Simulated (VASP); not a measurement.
**NiMoIrPdW: single point with PBE**

NiMoIrPdW:

```
CELL_PARAMETERS angstrom
-1.37004 1.37004 9.71647
1.37004 -1.37004 9.71647
1.37004 1.37004 -9.71647
ATOMIC_POSITIONS crystal
Ni 0.19862 0.19862 0.00000
Mo 0.60922 0.60922 0.00000
Pd 0.79310 0.79310 0.00000
Ir 0.39944 0.39944 0.00000
W 0.99565 0.99565 0.00000
```

* Program: VASP 6.6.1
* Task: single point
* Functional: PBE
* Potentials or basis: VASP PAW PBE potentials, release 64 (Ni, Mo_sv, Pd, Ir, W_sv)
* Cutoff: 520 eV
* k mesh: 8 × 8 × 8
* Occupations: fermi-dirac, width 0.05 eV
* Spin: collinear spin, ferromagnetic start
* Starting moments: [1.0, 1.0, 0.0, 0.6, 0.0] μB
* Dipole correction: no
* Further INCAR settings: ALGO = Normal; EDIFF = 1e-07; NBANDS = 40

The pressure is 0.4 GPa, the largest force is 0.028 eV/Å and the net moment is 0.00 μB per cell. The valence electrons inside the program's atomic spheres are Ni 9.27; Mo 12.44; Pd 9.48; Ir 8.40; W 12.06.

Forces on the atoms (eV/Å):
```
Ni   0.000  0.000 -0.028
Mo   0.000  0.000  0.021
Pd   0.000  0.000  0.014
Ir   0.000  0.000  0.009
W    0.000  0.000 -0.016
```

Stress tensor (GPa, compression positive):
```
 0.82  0.00  0.00
 0.00  0.82  0.00
 0.00  0.00 -0.43
```

Levels at points of the mesh, in eV from the Fermi level:
Spin up:
| k point | band 26 | band 27 | band 28 | band 29 | band 30 | band 31 | band 32 | band 33 |
| --- | --- | --- | --- | --- | --- | --- | --- | --- |
| (0.00, 0.00, 0.00) | -0.90 | -0.90 | -0.66 | 0.13 | 0.27 | 1.15 | 1.25 | 1.25 |
| (0.50, 0.00, 0.00) | -1.09 | -0.85 | -0.76 | 0.37 | 0.64 | 0.79 | 1.24 | 1.39 |
| (0.50, 0.50, 0.00) | 0.17 | 0.29 | 1.91 | 1.95 | 2.35 | 2.75 | 2.90 | 4.78 |
| (0.50, 0.50, 0.50) | -0.70 | -0.70 | -0.66 | -0.07 | 0.27 | 0.31 | 1.09 | 1.09 |
Spin down:
```
           k point  band 25  band 26  band 27  band 28  band 29  band 30  band 31  band 32  band 33  band 34
(0.00, 0.00, 0.00)    -1.03    -0.90    -0.90    -0.66     0.13     0.27     1.15     1.25     1.25     2.02
(0.50, 0.00, 0.00)    -1.18    -1.09    -0.85    -0.76     0.37     0.64     0.79     1.24     1.39     2.79
(0.50, 0.50, 0.00)     0.12     0.17     0.29     1.91     1.95     2.35     2.75     2.90     4.78     4.94
(0.50, 0.50, 0.50)    -1.14    -0.70    -0.70    -0.66    -0.07     0.27     0.31     1.09     1.09     3.07
```

It took 74 min on 1 thread of Intel(R) Xeon(R) Platinum 8488C (Sapphire Rapids), on a shared host, peak memory 1.6 GiB.

Caveat: the moments typed at the start vanished in this run; spin-orbit coupling is left out, which moves the levels of the heavy elements.
